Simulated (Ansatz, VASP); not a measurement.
Zn in VASP and in Ansatz

File INCAR:

```
SYSTEM = Zn
ALGO = Normal
EDIFF = 1E-8
ENCUT = 520
GGA = PS
ISIF = 2
ISMEAR = -1
LASPH = .TRUE.
LCHARG = .FALSE.
LEFG = .TRUE.
LREAL = .FALSE.
LWAVE = .FALSE.
NBANDS = 19
NELM = 60
PREC = Accurate
SIGMA = 0.03
```

Contents of KPOINTS:

```
k-points
0
G
  18 18 9
  0 0 0
```

POSCAR

```
Zn
1.0
    2.6143598013      0.0000000000      0.0000000000
   -1.3071799007      2.2641020026      0.0000000000
    0.0000000000      0.0000000000      4.8731610200
Zn
2
Direct
    0.3333333333      0.6666666667      0.2500000000
    0.6666666667      0.3333333333      0.7500000000
```

Input for Ansatz:

```yaml
crystal:
  lattice:
    - [2.6143598013, 0.0, 0.0]
    - [-1.3071799007, 2.2641020026, 0.0]
    - [0.0, 0.0, 4.87316102]
  atoms:
    - { symbol: Zn, position: [0.3333333333, 0.6666666667, 0.25] }
    - { symbol: Zn, position: [0.6666666667, 0.3333333333, 0.75] }
kpoints:
  mp_grid: { grid: [18, 18, 9] }
  band_path:
    path:
      - [0.0, 0.0, 0.0]
      - [0.5, 0.0, 0.0]
      - [0.3333333333, 0.3333333333, 0.0]
      - [0.0, 0.0, 0.0]
      - [0.0, 0.0, 0.5]
      - [0.5, 0.0, 0.5]
      - [0.3333333333, 0.3333333333, 0.5]
      - [0.0, 0.0, 0.5]
      - [0.5, 0.0, 0.5]
    npoints: 8
scf:
  occupations: { method: fermi_dirac, width: 0.03 }
hamiltonian:
  xc: pbesol
  pseudopotentials: { kind: paw }
output:
  forces: true
  stress: true
  eigenvalues: true
  efg: { contact_densities: true }
  populations: true
  bader: true
  dos: { projected: true, de: 0.2, e_range: [-14, 8] }
```

Alike in both runs: task electric field gradients; functional PBEsol; k mesh 18 × 18 × 9; occupations fermi-dirac, width 0.03 eV; no spin polarisation.

```csv
,VASP,Ansatz
version,VASP 6.6.1,Ansatz 0.2.0
potentials or method,"VASP PAW PBE potentials, release 64 (Zn)","PAW with Ansatz's default frozen-core files, scalar-relativistic"
plane-wave cutoff (eV),520,420
valence electrons in the cell,24,24
```

```tsv
	VASP	Ansatz	Ansatz less VASP
pressure (GPa)	-0.9	-1.4	-0.44
traceless stress, the component that is largest in VASP (GPa)	1.54	1.70	+0.161
size of Vzz on the site where it differs most (V/Å²)	36.8	36.1	-0.70
```

VASP's potentials were made for PBE, not for PBEsol.
